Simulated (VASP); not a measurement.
Here is a VASP 6.6.1 calculation.

The input INCAR:

```
SYSTEM = Mo
ALGO = Normal
EDIFF = 1E-7
ENCUT = 520
GGA = PE
ISIF = 2
ISMEAR = -1
LASPH = .TRUE.
LCHARG = .FALSE.
LREAL = .FALSE.
LWAVE = .FALSE.
NBANDS = 21
NELM = 100
PREC = Accurate
SIGMA = 0.1
```

File KPOINTS:

```
k-points
0
G
  15 15 7
  0 0 0
```

POSCAR

```
Mo
1.0
    2.6841276802      0.0000000000      0.0000000000
   -1.3420638401      2.3245227580      0.0000000000
    0.0000000000      0.0000000000      4.7525084998
Mo
2
Direct
    0.3333333333      0.6666666667      0.2500000000
    0.6666666667      0.3333333333      0.7500000000
```

Potentials or basis: VASP PAW PBE potentials, release 64 (Mo_sv).

Launch:

```bash
$ cat potpaw_PBE.64/Mo_sv/POTCAR > POTCAR
$ mpirun -np 1 vasp_std > vasp.out
```

Predict the pressure.

24.2 GPa.

Estimate the band gap on the k mesh.

zero (band 14 reaches 14.44 eV, above the bottom of band 15 at 12.49 eV).

Stress tensor (GPa, compression positive):
```
25.52  0.00  0.00
 0.00 25.52  0.00
 0.00  0.00 21.56
```
